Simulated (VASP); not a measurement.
# CdS in VASP: a series of runs

The runs below take CdS through electric field gradients, with PBE.

Everything below comes from runs of VASP 6.6.1. Logs are shortened: lines on timing, memory, paths and dates and some standing lists are left out, and cuts for length are marked.

## Step 1: The cell of the first run

Symmetry: I-4m2, No. 119, tetragonal system. The conventional cell has a = 4.085 Å, b = 4.085 Å, c = 5.907 Å, α = 90.00°, β = 90.00°, γ = 90.00°. Within 3.3 Å of Cd (site symmetry -4m2) lie 4 S at 2.52 Å. S (site symmetry -4m2) has 4 Cd at 2.52 Å within 3.3 Å.

## Step 2: Electric field gradients, PBE (z stretched by +1.5 % at fixed volume)

Input file INCAR:

```
SYSTEM = CdS
  PREC = Accurate
  ENCUT = 520
  EDIFF = 1E-8
  ISMEAR = -1
  SIGMA = 0.01
  LREAL = .False.
  LASPH = .True.
  NELM = 80
  ALGO = Normal
  ISIF = 2
  LWAVE = .False.
  LCHARG = .False.
  GGA = PE
  LEFG = .True.
  NBANDS = 16
```

Input file KPOINTS:

```
Automatic mesh
0
Gamma
  8 8 8
  0 0 0
```

Input file POSCAR:

```
CdS
1.0
    0.0000000000      2.8884175019      2.9536500000
    2.8884175019      0.0000000000      2.9536500000
    2.8884175019      2.8884175019      0.0000000000
Cd S
1 1
Direct
    0.0000000000      0.0000000000      0.0000000000
    0.7500000000      0.7500000000      0.7500000000
```

Potentials or basis: VASP PAW PBE potentials, release 64 (Cd, S).

On the command line:

```bash
> cat potpaw_PBE.64/Cd/POTCAR potpaw_PBE.64/S/POTCAR > POTCAR
> mpirun -np 1 vasp_std > vasp.out
```

OUTCAR:

```text
SYSTEM = CdS
   PREC = Accurate
   ENCUT = 520
   EDIFF = 1E-8
   ISMEAR = -1
   LREAL = .False.
   LASPH = .True.
   NELM = 80
   ISIF = 2
   GGA = PE

 ion  position               nearest neighbor table
   1  0.000  0.000  0.000-   2 2.52   2 2.52   2 2.52   2 2.52
   2  0.750  0.750  0.750-   1 2.52   1 2.52   1 2.52   1 2.52

  LATTYP: Found a body centered tetragonal cell.
 ALAT       =     4.0848392050
 C/A-ratio  =     1.4461523951

  Lattice vectors:

 A1 = (  -2.8884175019,   0.0000000000,   2.9536500000)
 A2 = (   2.8884175019,   0.0000000000,   2.9536500000)
 A3 = (   0.0000000000,   2.8884175019,  -2.9536500000)

Analysis of symmetry for initial positions (statically):
=====================================================================
 Subroutine PRICEL returns:
 Original cell was already a primitive cell.

 Routine SETGRP: Setting up the symmetry group for a
 body centered tetragonal supercell.

 Subroutine GETGRP returns: Found  8 space group operations
 (whereof  8 operations were pure point group operations)
 out of a pool of 16 trial point group operations.

The static configuration has the point symmetry D_2d.

Analysis of symmetry for dynamics (positions and initial velocities):
=====================================================================
 Subroutine PRICEL returns:
 Original cell was already a primitive cell.

 Routine SETGRP: Setting up the symmetry group for a
 body centered tetragonal supercell.

 Subroutine GETGRP returns: Found  8 space group operations
 (whereof  8 operations were pure point group operations)
 out of a pool of 16 trial point group operations.

The dynamic configuration has the point symmetry D_2d.

 Subroutine INISYM returns: Found  8 space group operations
 (whereof  8 operations are pure point group operations),
 and found     1 'primitive' translations

----------------------------------------------------------------------------------------

                                     Primitive cell

  volume of cell :      49.2843

  direct lattice vectors                    reciprocal lattice vectors
     0.000000000  2.888417502  2.953650000    -0.173105169  0.173105169  0.169282075
     2.888417502  0.000000000  2.953650000     0.173105169 -0.173105169  0.169282075
     2.888417502  2.888417502  0.000000000     0.173105169  0.173105169 -0.169282075

  length of vectors
     4.131223062  4.131223062  4.084839205     0.297636053  0.297636053  0.297636053

  position of ions in fractional coordinates (direct lattice)
     0.000000000  0.000000000  0.000000000
     0.750000000  0.750000000  0.750000000

  ion indices of the primitive-cell ions
   primitive index   ion index
                 1           1
                 2           2

----------------------------------------------------------------------------------------

 KPOINTS: Automatic mesh

Automatic generation of k-mesh.
 Grid dimensions read from file:
 generate k-points for:    8    8    8

 Generating k-lattice:

  Cartesian coordinates                     Fractional coordinates (reciprocal lattice)
    -0.021638146  0.021638146  0.021160259     0.125000000 -0.000000000  0.000000000
     0.021638146 -0.021638146  0.021160259    -0.000000000  0.125000000  0.000000000
     0.021638146  0.021638146 -0.021160259     0.000000000  0.000000000  0.125000000

  Length of vectors
     0.037204507  0.037204507  0.037204507

  Shift w.r.t. Gamma in fractional coordinates (k-lattice)
     0.000000000  0.000000000  0.000000000

 Subroutine IBZKPT returns following result:
 ===========================================

 Found     59 irreducible k-points:

 Following reciprocal coordinates:
            Coordinates               Weight
  0.000000  0.000000  0.000000      1.000000
  0.125000 -0.000000  0.000000      8.000000
  0.250000 -0.000000  0.000000      8.000000
  0.375000 -0.000000  0.000000      8.000000
  0.500000 -0.000000  0.000000      4.000000
  0.125000  0.125000  0.000000      2.000000
[... 16 lines left out ...]
  0.250000  0.000000  0.125000     16.000000
  0.375000 -0.000000  0.125000     16.000000
 [... further k-points ...]
   k-points           NKPTS =     59   k-points in BZ     NKDIM =     59   number of bands    NBANDS=     16
   number of dos      NEDOS =    301   number of ions     NIONS =      2
   total plane-waves  NPLWV =  30720
   dimension x,y,z NGX =    32 NGY =   32 NGZ =   30
   dimension x,y,z NGXF=    64 NGYF=   64 NGZF=   60
   ions per type =               1   1
   NGX,Y,Z   is equivalent  to a cutoff of  12.88, 12.88, 12.21 a.u.
   NGXF,Y,Z  is equivalent  to a cutoff of  25.75, 25.75, 24.42 a.u.
 SYSTEM =  CdS
   PREC   = accura    normal or accurate (medium, high low for compatibility)
   ISTART =      0    job   : 0-new  1-cont  2-samecut
   ICHARG =      2    charge: 1-file 2-atom 10-const
   ISPIN  =      1    spin polarized calculation?
   LNONCOLLINEAR =      F non collinear calculations
   LSORBIT =      F    spin-orbit coupling
   LASPH  =      T    aspherical Exc in radial PAW
   ENCUT  =  520.0 eV  38.22 Ry    6.18 a.u.   7.68  7.68  7.60*2*pi/ulx,y,z
   NELM   =     80;   NELMIN=  2; NELMDL= -5     # of ELM steps
   EDIFF  = 0.1E-07   stopping-criterion for ELM
   LREAL  =      F    real-space projection
   EDIFFG = 0.1E-06   stopping-criterion for IOM
   NSW    =      0    number of steps for IOM
   IBRION =     -1    ionic relax: 0-MD 1-quasi-New 2-CG
   NFREE  =      0    steps in history (QN), initial steepest desc. (CG)
   ISIF   =      2    stress and relaxation
   ISYM   =      2    0-nonsym 1-usesym 2-fastsym
   POTIM  = 0.5000    time-step for ionic-motion
   TEBEG  =    0.0;   TEEND  =   0.0 temperature during run
   PSTRESS=    0.0 pullay stress
   NELECT =      18.0000    total number of electrons
   NUPDOWN=      -1.0000    fix difference up-down
   EMIN   =  10.00;   EMAX   =-10.00  energy-range for DOS
   EFERMI =   0.00;   METHOD = LEGACY
   ISMEAR =    -1;   SIGMA  =   0.01  broadening in eV -4-tet -1-fermi 0-gaus
   EFERMI_NEDOS =   21; number of points for ismear=-14 and -15
   IALGO  =     38    algorithm
   IMIX   =      4    mixing-type and parameters
     AMIX     =   0.40;   BMIX     =  1.00
     AMIX_MAG =   1.60;   BMIX_MAG =  1.00
  volume/ion in A,a.u.               =      24.64       166.29
  Fermi-wavevector in a.u.,A,eV,Ry     =   1.170207  2.211371 18.631605  1.369384
  Thomas-Fermi vector in A             =   2.306669
   LORBIT       =      0    0 simple, 1 ext, 2 COOP (PROOUT), +10 PAW based schemes
   GGA     = PE    functional components
   LHFCALC =     F    Hartree Fock is set to
   AEXX    =    0.0000 exact exchange contribution
   IVDW    =     0    specifies the selected vdW correction
   LEPSILON=     F    determine dielectric tensor
   LRPA    =     F    only Hartree local field effects (RPA)
 non-spin polarized calculation
  energy-cutoff  :      520.00
  volume of cell :       49.28
 maximum number of plane-waves:      1355
   NGX = 15   NGY = 15   NGZ = 15

 number of electron      18.0000003 magnetization

 Free energy of the ion-electron system (eV)
  ---------------------------------------------------
  ext. energy  EPLUGINS =         0.00000000
  ---------------------------------------------------
  free energy    TOTEN  =        -6.11328461 eV

  energy without entropy =       -6.11328461  energy(sigma->0) =       -6.11328461

 E-fermi :   1.6581     XC(G=0):  -9.1816

 val. band max:        1.3943705212   @ k =   0.0000   0.0000   0.0000
 cond. band min:       2.5348480435   @ k =   0.0000   0.0000   0.0000
 fundamental gap:      1.1404775223
 Fermi energy:         1.6580594500

 k-point     1 :       0.0000    0.0000    0.0000
  band No.  band energies     occupation
      1     -11.0383      2.00000
      2      -6.3897      2.00000
      3      -6.3755      2.00000
      4      -6.3755      2.00000
      5      -5.8964      2.00000
      6      -5.8872      2.00000
[... 8 lines left out ...]
     15      12.8789      0.00000
     16      13.0156      0.00000

 k-point     2 :       0.1250   -0.0000    0.0000
  band No.  band energies     occupation
      1     -10.9753      2.00000
      2      -6.3633      2.00000
      3      -6.3525      2.00000
      4      -6.3253      2.00000
      5      -5.8965      2.00000
      6      -5.8892      2.00000
[... 8 lines left out ...]
     15      12.3794      0.00000
     16      13.4225      0.00000
[... 387 lines left out ...]
      5      -5.9076      2.00000
      6      -5.8668      2.00000
[... 8 lines left out ...]
     15      12.7771      0.00000
     16      14.1211      0.00000

 k-point    24 :       0.3750   -0.0000    0.1250
  band No.  band energies     occupation
      1     -10.6779      2.00000
      2      -6.2656      2.00000
      3      -6.2386      2.00000
      4      -5.9772      2.00000
      5      -5.8520      2.00000
      6      -5.7975      2.00000
[... 8 lines left out ...]
     15      13.3318      0.00000
     16      13.6341      0.00000

 [... further k-points ...]
[... 5 lines left out ...]
  --------------------------------------------------------------------------------------
  -------------------------------------------------------------------------------------
  Total        1.1620642      1.1620642      1.0477438      0.0000000      0.0000000      0.0000000
  in kB       37.7773734     37.7773734     34.0609478      0.0000000      0.0000000      0.0000000
  external PRESSURE =      36.5385648 kB  Pullay stress =       0.0000000 kB

 VOLUME and BASIS-vectors are now :
 -----------------------------------------------------------------------------
  energy-cutoff  :      520.00
  volume of cell :       49.28
      direct lattice vectors                 reciprocal lattice vectors
     0.000000000  2.888417502  2.953650000    -0.173105169  0.173105169  0.169282075
     2.888417502  0.000000000  2.953650000     0.173105169 -0.173105169  0.169282075
     2.888417502  2.888417502  0.000000000     0.173105169  0.173105169 -0.169282075

 POSITION                                       TOTAL-FORCE (eV/Angst)
 -----------------------------------------------------------------------------------
      0.00000      0.00000      0.00000         0.000000      0.000000     -0.000000
      4.33263      4.33263      4.43048        -0.000000     -0.000000      0.000000
 -----------------------------------------------------------------------------------
    total drift:                               -0.000001     -0.000001      0.000001

  FREE ENERGIE OF THE ION-ELECTRON SYSTEM (eV)
  ---------------------------------------------------
  free  energy   TOTEN  =        -6.1132846105 eV

  energy  without entropy=       -6.1132846105  energy(sigma->0) =       -6.11328461

 Electric field gradients (V/A^2)
---------------------------------------------------------------------
 ion       V_xx      V_yy      V_zz      V_xy      V_xz      V_yz
---------------------------------------------------------------------
   1       3.514     3.514    -7.027    -0.001     0.001     0.001
   2      -2.188    -2.188     4.376     0.001    -0.000    -0.000
---------------------------------------------------------------------

 Electric field gradients after diagonalization (V/A^2)
 (convention: |V_zz| > |V_xx| > |V_yy|)
----------------------------------------------------------------------
 ion       V_xx      V_yy      V_zz     asymmetry (V_yy - V_xx)/ V_zz
----------------------------------------------------------------------
   1       3.514     3.513    -7.027       0.000
   2      -2.189    -2.188     4.376       0.000
----------------------------------------------------------------------

           NMR quadrupolar parameters

 Cq : quadrupolar parameter    Cq=e*Q*V_zz/h
 eta: asymmetry parameters     (V_yy - V_xx)/ V_zz
 Q  : nuclear electric quadrupole moment in mb (millibarn)
----------------------------------------------------------------------
 ion       Cq(MHz)       eta       Q (mb)
----------------------------------------------------------------------
   1      -0.017       0.000       1.000
   2       0.011       0.000       1.000
----------------------------------------------------------------------
```

Run time: 32 s. Hardware: 1 thread of AMD EPYC 9R14 (Zen 4), shared host; peak memory 0.17 GiB.

What came out:

| Quantity | Value |
| --- | --- |
| Free energy | -6.1133 eV |
| Pressure | 3.7 GPa |
| Band gap on the k mesh | 1.14 eV, direct |

Levels at points of the mesh, in eV from the valence-band top:
| k point | band 7 | band 8 | band 9 | band 10 | band 11 | band 12 |
| --- | --- | --- | --- | --- | --- | --- |
| (0.00, 0.00, 0.00) | -0.07 | 0.00 | 0.00 | 1.14 | 6.52 | 6.53 |
| (0.50, 0.00, 0.00) | -4.46 | -0.83 | -0.74 | 3.00 | 6.91 | 7.08 |
| (0.50, 0.50, 0.00) | -4.09 | -1.86 | -1.86 | 3.58 | 4.46 | 9.09 |
| (0.50, 0.00, 0.50) | -3.96 | -1.97 | -1.93 | 3.49 | 4.28 | 9.31 |

Electric field gradients, principal values (V/Å²):
```tsv
atom	least	middle	greatest (by size)
1 Cd	3.513	3.514	-7.027
2 S	-2.188	-2.189	4.376
```

Caveat: without QUAD_EFG the Cq values of the log hold for a quadrupole moment of 1 mb, not for the nuclei.

(Part 1 of 2 ends here.)
